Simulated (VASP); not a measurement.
# Cd2S (P3m1) in VASP: notebook

Runs on Cd2S. Level: PBE. Tasks: single point, relaxation of cell and atoms.

Program: VASP 6.6.1. These are calculated values, not measurements. Logs are shortened: lines on timing, memory, paths and dates and some standing lists are left out, and cuts for length are marked.

### Step 1. The cell of the first run

The structure is trigonal, space group P3m1 (No. 156). Conventional cell: a = 3.961 Å, b = 3.961 Å, c = 5.807 Å, α = 90.00°, β = 90.00°, γ = 120.00°. Cd (site symmetry 3m) has 3 S at 2.59 Å and 3 Cd at 3.09 Å within 3.4 Å. Cd (site symmetry 3m) has 2 S at 2.51 to 3.30 Å and 3 Cd at 3.09 Å within 3.3 Å. S (site symmetry 3m) has 5 Cd at 2.51 to 3.30 Å within 3.3 Å.

### Step 2. Single point, PBE

INCAR reads:

```
PREC = Accurate
ENCUT = 520
EDIFF = 1E-6
ISMEAR = 0
SIGMA = 0.01
LREAL = False
LASPH = True
NELM = 100
ALGO = Normal
ISIF = 2
LWAVE = False
LCHARG = False
GGA = PE
NBANDS = 22
```

KPOINTS reads:

```
regular mesh
0
Gamma
  12 12 6
```

POSCAR reads:

```
Cd2S
1.0
    3.9613442659      0.0000000000      0.0000000000
   -1.9806721329      3.4306247674      0.0000000000
    0.0000000000      0.0000000000      5.8073828011
Cd S
2 1
Direct
    0.6666666667      0.3333333333      0.5771262711
    0.3333333333      0.6666666667      0.9337617409
    0.3333333333      0.6666666667      0.3662689880
```

Potentials or basis: VASP PAW PBE potentials, release 64 (Cd, S).

Launch:

```console
$ cat potpaw_PBE.64/Cd/POTCAR potpaw_PBE.64/S/POTCAR > POTCAR
$ mpirun -np 1 vasp_std > vasp.out
```

OUTCAR:

```text
PREC = Accurate
   ENCUT = 520
   EDIFF = 1E-6
   ISMEAR = 0
   LREAL = False
   LASPH = True
   NELM = 100
   ISIF = 2
   GGA = PE

 ion  position               nearest neighbor table
   1  0.667  0.333  0.577-   3 2.59   3 2.59   3 2.59   2 3.09   2 3.09   2 3.09
   2  0.333  0.667  0.934-   3 2.51   1 3.09   1 3.09   1 3.09
   3  0.333  0.667  0.366-   2 2.51   1 2.59   1 2.59   1 2.59

  LATTYP: Found a hexagonal cell.
 ALAT       =     3.9613442659
 C/A-ratio  =     1.4660131539

  Lattice vectors:

 A1 = (   3.9613442659,   0.0000000000,   0.0000000000)
 A2 = (  -1.9806721329,   3.4306247674,   0.0000000000)
 A3 = (   0.0000000000,   0.0000000000,   5.8073828011)

Analysis of symmetry for initial positions (statically):
=====================================================================
 Subroutine PRICEL returns:
 Original cell was already a primitive cell.

 Routine SETGRP: Setting up the symmetry group for a
 hexagonal supercell.

 Subroutine GETGRP returns: Found  6 space group operations
 (whereof  6 operations were pure point group operations)
 out of a pool of 24 trial point group operations.

The static configuration has the point symmetry C_3v.

Analysis of symmetry for dynamics (positions and initial velocities):
=====================================================================
 Subroutine PRICEL returns:
 Original cell was already a primitive cell.

 Routine SETGRP: Setting up the symmetry group for a
 hexagonal supercell.

 Subroutine GETGRP returns: Found  6 space group operations
 (whereof  6 operations were pure point group operations)
 out of a pool of 24 trial point group operations.

The dynamic configuration has the point symmetry C_3v.

 Subroutine INISYM returns: Found  6 space group operations
 (whereof  6 operations are pure point group operations),
 and found     1 'primitive' translations

----------------------------------------------------------------------------------------

                                     Primitive cell

  volume of cell :      78.9217

  direct lattice vectors                    reciprocal lattice vectors
     3.961344266  0.000000000  0.000000000     0.252439559  0.145746047  0.000000000
    -1.980672133  3.430624767  0.000000000     0.000000000  0.291492095  0.000000000
     0.000000000  0.000000000  5.807382801     0.000000000  0.000000000  0.172194607

  length of vectors
     3.961344266  3.961344266  5.807382801     0.291492095  0.291492095  0.172194607

  position of ions in fractional coordinates (direct lattice)
     0.666666667  0.333333333  0.577126271
     0.333333333  0.666666667  0.933761741
     0.333333333  0.666666667  0.366268988

  ion indices of the primitive-cell ions
   primitive index   ion index
                 1           1
                 2           2
                 3           3

----------------------------------------------------------------------------------------

 KPOINTS: regular mesh

Automatic generation of k-mesh.
 Grid dimensions read from file:
 generate k-points for:   12   12    6

 Generating k-lattice:

  Cartesian coordinates                     Fractional coordinates (reciprocal lattice)
     0.021036630  0.012145504  0.000000000     0.083333333  0.000000000  0.000000000
     0.000000000  0.024291008  0.000000000     0.000000000  0.083333333  0.000000000
     0.000000000  0.000000000  0.028699101     0.000000000  0.000000000  0.166666667

  Length of vectors
     0.024291008  0.024291008  0.028699101

  Shift w.r.t. Gamma in fractional coordinates (k-lattice)
     0.000000000  0.000000000  0.000000000

 Subroutine IBZKPT returns following result:
 ===========================================

 Found    100 irreducible k-points:

 Following reciprocal coordinates:
            Coordinates               Weight
  0.000000  0.000000  0.000000      1.000000
  0.083333  0.000000  0.000000      6.000000
  0.166667 -0.000000  0.000000      6.000000
  0.250000 -0.000000  0.000000      6.000000
  0.333333  0.000000  0.000000      6.000000
  0.416667  0.000000  0.000000      6.000000
[... 16 lines left out ...]
  0.166667 -0.000000  0.166667      6.000000
  0.000000  0.166667  0.166667      6.000000
 [... further k-points ...]
   k-points           NKPTS =    100   k-points in BZ     NKDIM =    100   number of bands    NBANDS=     22
   number of dos      NEDOS =    301   number of ions     NIONS =      3
   total plane-waves  NPLWV =  43200
   dimension x,y,z NGX =    30 NGY =   30 NGZ =   48
   dimension x,y,z NGXF=    60 NGYF=   60 NGZF=   96
   ions per type =               2   1
   NGX,Y,Z   is equivalent  to a cutoff of  12.59, 12.59, 13.74 a.u.
   NGXF,Y,Z  is equivalent  to a cutoff of  25.18, 25.18, 27.48 a.u.
 SYSTEM =  unknown system
   PREC   = accura    normal or accurate (medium, high low for compatibility)
   ISTART =      0    job   : 0-new  1-cont  2-samecut
   ICHARG =      2    charge: 1-file 2-atom 10-const
   ISPIN  =      1    spin polarized calculation?
   LNONCOLLINEAR =      F non collinear calculations
   LSORBIT =      F    spin-orbit coupling
   LASPH  =      T    aspherical Exc in radial PAW
   ENCUT  =  520.0 eV  38.22 Ry    6.18 a.u.   7.37  7.37 10.80*2*pi/ulx,y,z
   NELM   =    100;   NELMIN=  2; NELMDL= -5     # of ELM steps
   EDIFF  = 0.1E-05   stopping-criterion for ELM
   LREAL  =      F    real-space projection
   EDIFFG = 0.1E-04   stopping-criterion for IOM
   NSW    =      0    number of steps for IOM
   IBRION =     -1    ionic relax: 0-MD 1-quasi-New 2-CG
   NFREE  =      0    steps in history (QN), initial steepest desc. (CG)
   ISIF   =      2    stress and relaxation
   ISYM   =      2    0-nonsym 1-usesym 2-fastsym
   POTIM  = 0.5000    time-step for ionic-motion
   TEBEG  =    0.0;   TEEND  =   0.0 temperature during run
   PSTRESS=    0.0 pullay stress
   NELECT =      30.0000    total number of electrons
   NUPDOWN=      -1.0000    fix difference up-down
   EMIN   =  10.00;   EMAX   =-10.00  energy-range for DOS
   EFERMI =   0.00;   METHOD = LEGACY
   ISMEAR =     0;   SIGMA  =   0.01  broadening in eV -4-tet -1-fermi 0-gaus
   EFERMI_NEDOS =   21; number of points for ismear=-14 and -15
   IALGO  =     38    algorithm
   IMIX   =      4    mixing-type and parameters
     AMIX     =   0.40;   BMIX     =  1.00
     AMIX_MAG =   1.60;   BMIX_MAG =  1.00
  volume/ion in A,a.u.               =      26.31       177.53
  Fermi-wavevector in a.u.,A,eV,Ry     =   1.185905  2.241035 19.134828  1.406370
  Thomas-Fermi vector in A             =   2.322089
   LORBIT       =      0    0 simple, 1 ext, 2 COOP (PROOUT), +10 PAW based schemes
   GGA     = PE    functional components
   LHFCALC =     F    Hartree Fock is set to
   AEXX    =    0.0000 exact exchange contribution
   IVDW    =     0    specifies the selected vdW correction
   LEPSILON=     F    determine dielectric tensor
   LRPA    =     F    only Hartree local field effects (RPA)
 non-spin polarized calculation
 Gauss-broadening in eV      SIGMA  =   0.01
  energy-cutoff  :      520.00
  volume of cell :       78.92
 maximum number of plane-waves:      2157
 NGX is ok and might be reduce to    30
   NGX = 15   NGY = 15   NGZ = 21

 number of electron      29.9999997 magnetization

 Free energy of the ion-electron system (eV)
  ---------------------------------------------------
  ext. energy  EPLUGINS =         0.00000000
  ---------------------------------------------------
  free energy    TOTEN  =        -6.24385192 eV

  energy without entropy =       -6.24385192  energy(sigma->0) =       -6.24385192

 E-fermi :   1.6046     XC(G=0):  -9.2969

 val. band max:        1.5367988659   @ k =   0.3333   0.3333   0.1667
 cond. band min:       1.6546439039   @ k =   0.5000  -0.0000   0.1667
 fundamental gap:      0.1178450380
 Fermi energy:         1.6045736934

 k-point     1 :       0.0000    0.0000    0.0000
  band No.  band energies     occupation
      1     -11.3026      2.00000
      2      -6.9800      2.00000
      3      -6.9800      2.00000
      4      -6.8990      2.00000
      5      -6.8990      2.00000
      6      -6.8065      2.00000
[... 14 lines left out ...]
     21       9.6982      0.00000
     22      11.3759      0.00000

 k-point     2 :       0.0833    0.0000    0.0000
  band No.  band energies     occupation
      1     -11.2790      2.00000
      2      -6.9840      2.00000
      3      -6.9789      2.00000
      4      -6.8977      2.00000
      5      -6.8840      2.00000
      6      -6.7854      2.00000
[... 14 lines left out ...]
     21       9.6970      0.00000
     22      11.4211      0.00000

 k-point     3 :       0.1667   -0.0000    0.0000
  band No.  band energies     occupation
      1     -11.2143      2.00000
      2      -6.9911      2.00000
      3      -6.9781      2.00000
      4      -6.8925      2.00000
      5      -6.8420      2.00000
      6      -6.7470      2.00000
[... 14 lines left out ...]
     21       9.7194      0.00000
     22      10.6952      0.00000

 k-point     4 :       0.2500   -0.0000    0.0000
  band No.  band energies     occupation
      1     -11.1252      2.00000
      2      -6.9940      2.00000
      3      -6.9820      2.00000
      4      -6.8863      2.00000
      5      -6.7820      2.00000
      6      -6.7394      2.00000
[... 14 lines left out ...]
     21       9.6440      0.00000
     22      10.0892      0.00000

 k-point     5 :       0.3333    0.0000    0.0000
  band No.  band energies     occupation
      1     -11.0354      2.00000
      2      -6.9907      2.00000
      3      -6.9881      2.00000
      4      -6.8874      2.00000
      5      -6.7410      2.00000
      6      -6.7164      2.00000
[... 417 lines left out ...]
 k-point    22 :       0.0000    0.0833    0.1667
  band No.  band energies     occupation
      1     -11.2520      2.00000
      2      -6.9986      2.00000
      3      -6.9835      2.00000
      4      -6.9251      2.00000
      5      -6.9090      2.00000
      6      -6.8924      2.00000
[... 14 lines left out ...]
     21       9.6997      0.00000
     22      11.2287      0.00000

 k-point    23 :       0.1667   -0.0000    0.1667
  band No.  band energies     occupation
      1     -11.1881      2.00000
      2      -7.0245      2.00000
      3      -6.9730      2.00000
      4      -6.9142      2.00000
      5      -6.8592      2.00000
      6      -6.8457      2.00000
[... 14 lines left out ...]
     21       9.5667      0.00000
     22      10.2437      0.00000

 k-point    24 :       0.0000    0.1667    0.1667
  band No.  band energies     occupation
      1     -11.1880      2.00000
      2      -7.0106      2.00000
      3      -6.9800      2.00000
      4      -6.9174      2.00000
      5      -6.8686      2.00000
      6      -6.8483      2.00000
[... 14 lines left out ...]
     21       9.9521      0.00000
     22      10.5658      0.00000

 [... further k-points ...]

------------------------ aborting loop because EDIFF is reached ----------------------------------------

  FORCE on cell =-STRESS in cart. coord.  units (eV):
  Direction    XX          YY          ZZ          XY          YZ          ZX
  --------------------------------------------------------------------------------------
  -------------------------------------------------------------------------------------
  Total        0.1090618      0.1090618      0.1737451      0.0000000      0.0000000      0.0000000
  in kB        2.2140474      2.2140474      3.5271745      0.0000000      0.0000000      0.0000000
  external PRESSURE =       2.6517564 kB  Pullay stress =       0.0000000 kB

 VOLUME and BASIS-vectors are now :
 -----------------------------------------------------------------------------
  energy-cutoff  :      520.00
  volume of cell :       78.92
      direct lattice vectors                 reciprocal lattice vectors
     3.961344266  0.000000000  0.000000000     0.252439559  0.145746047  0.000000000
    -1.980672133  3.430624767  0.000000000     0.000000000  0.291492095  0.000000000
     0.000000000  0.000000000  5.807382801     0.000000000  0.000000000  0.172194607

 POSITION                                       TOTAL-FORCE (eV/Angst)
 -----------------------------------------------------------------------------------
      1.98067      1.14354      3.35159        -0.000000      0.000000      0.023685
     -0.00000      2.28708      5.42271         0.000000     -0.000000     -0.022167
     -0.00000      2.28708      2.12706         0.000000      0.000000     -0.001518
 -----------------------------------------------------------------------------------
    total drift:                                0.000000     -0.000000      0.000043

  FREE ENERGIE OF THE ION-ELECTRON SYSTEM (eV)
  ---------------------------------------------------
  free  energy   TOTEN  =        -6.2438519233 eV

  energy  without entropy=       -6.2438519233  energy(sigma->0) =       -6.24385192
```

It took 4.3 min on 1 thread of Intel Xeon 8259CL, shared host; peak memory 0.3 GiB.

Results:

```yaml
Free_energy: -6.2439 eV
Pressure: 0.3 GPa
Largest_force: 0.024 eV/Å
Band_gap_on_the_k_mesh: 0.12 eV (least direct gap 0.37 eV)
```

Forces in eV/Å, atoms in the order of the input:
```
Cd   0.000  0.000  0.024
Cd   0.000  0.000 -0.022
S    0.000  0.000 -0.002
```

[end of part 1 of 2]
